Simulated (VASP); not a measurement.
## TaSi2: single point with PBEsol

TaSi2:

```
Ta Si
1.0
     4.76099    0.00000    0.00000
    -2.38050    4.12314    0.00000
     0.00000    0.00000    6.55614
Ta Si
3 6
Direct
  0.49918 0.00000 0.00008
  0.50082 0.50082 0.66675
  0.00000 0.49918 0.33341
  0.15928 0.31857 0.00518
  0.84156 0.16013 0.66098
  0.68143 0.84072 0.33851
  0.83987 0.68143 0.99431
  0.15928 0.84072 0.67185
  0.31857 0.15844 0.32765
```

This cell differs from its parent crystal: mode 24 (375.6 1/cm) frozen in, largest displacement +0.037 Å.

* Program: VASP 6.6.1
* Task: single point
* Functional: PBEsol
* Potentials or basis: VASP PAW PBE potentials, release 64 (Ta_pv, Si)
* Cutoff: 520 eV
* k mesh: 12 × 12 × 6
* Occupations: gaussian, width 0.15 eV
* Spin: no spin polarisation
* Dipole correction: no
* Further INCAR settings: ALGO = Normal; EDIFF = 1e-06; NBANDS = 38

* Pressure: 0.5 GPa
* Largest force: 0.555 eV/Å

Forces in eV/Å, atoms in the order of the input:
```
Ta   0.372 -0.003 -0.049
Ta  -0.188 -0.321 -0.049
Ta  -0.184  0.323 -0.049
Si  -0.002  0.012 -0.502
Si  -0.037 -0.045  0.552
Si  -0.010 -0.007 -0.502
Si   0.058 -0.009  0.552
Si   0.011 -0.005 -0.502
Si  -0.021  0.054  0.552
```

Stress tensor (GPa, compression positive):
```
0.34 0.00 0.00
0.00 0.34 0.00
0.00 0.00 0.96
```

Levels at points of the mesh, in eV from the Fermi level:
| k point | band 27 | band 28 | band 29 | band 30 | band 31 | band 32 |
| --- | --- | --- | --- | --- | --- | --- |
| (0.00, 0.00, 0.00) | -2.23 | -2.23 | -1.48 | 0.69 | 3.01 | 3.01 |
| (0.50, 0.00, 0.00) | -0.78 | -0.11 | -0.04 | 0.85 | 1.23 | 1.61 |
| (0.00, 0.00, 0.50) | -1.78 | -1.78 | 1.11 | 1.11 | 2.65 | 2.65 |
| (0.50, 0.00, 0.50) | -1.84 | -0.70 | -0.25 | 1.57 | 1.98 | 2.56 |

Wall time 4.9 min on 1 thread of Intel(R) Xeon(R) 6975P-C (Granite Rapids) (shared host), peak memory 0.65 GiB.

Caveat: the cell differs from its parent crystal (mode 24 (375.6 1/cm) frozen in, largest displacement +0.037 Å); the PAW data sets were made with another functional, which shifts forces and pressure a little; spin-orbit coupling is left out, which moves the levels of the heavy elements.
